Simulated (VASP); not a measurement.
Here is a VASP 6.6.1 calculation.

File INCAR:

```
SYSTEM = B5Pt
PREC = Accurate
ENCUT = 520
EDIFF = 1E-6
ISMEAR = 0
SIGMA = 0.1
LREAL = .False.
LASPH = .True.
NELM = 80
ALGO = Normal
ISIF = 2
LWAVE = .False.
LCHARG = .False.
GGA = PE
NBANDS = 22
```

KPOINTS

```
regular mesh
0
Gamma
  6 6 6
  0 0 0
```

Contents of POSCAR:

```
B5Pt
1.0
    0.0000000000      3.0570335700      3.0570335700
    3.0570335700      0.0000000000      3.0570335700
    3.0570335700      3.0570335700      0.0000000000
B Pt
5 1
Direct
    0.2500000000      0.2500000000      0.2500000000
    0.1261565700      0.6246144800      0.6246144800
    0.6246144800      0.6246144800      0.6246144800
    0.6246144800      0.6246144800      0.1261565700
    0.6246144800      0.1261565700      0.6246144800
    0.0000000000      0.0000000000      0.0000000000
```

Potentials or basis: VASP PAW PBE potentials, release 64 (B, Pt).

Launch:

```console
$ cat potpaw_PBE.64/B/POTCAR potpaw_PBE.64/Pt/POTCAR > POTCAR
$ mpirun -np 1 vasp_std > vasp.out
```

(1) Estimate the pressure.

(2) Predict the largest force.

Answers

(1) -21.3 GPa.

(2) 0.706 eV/Å.
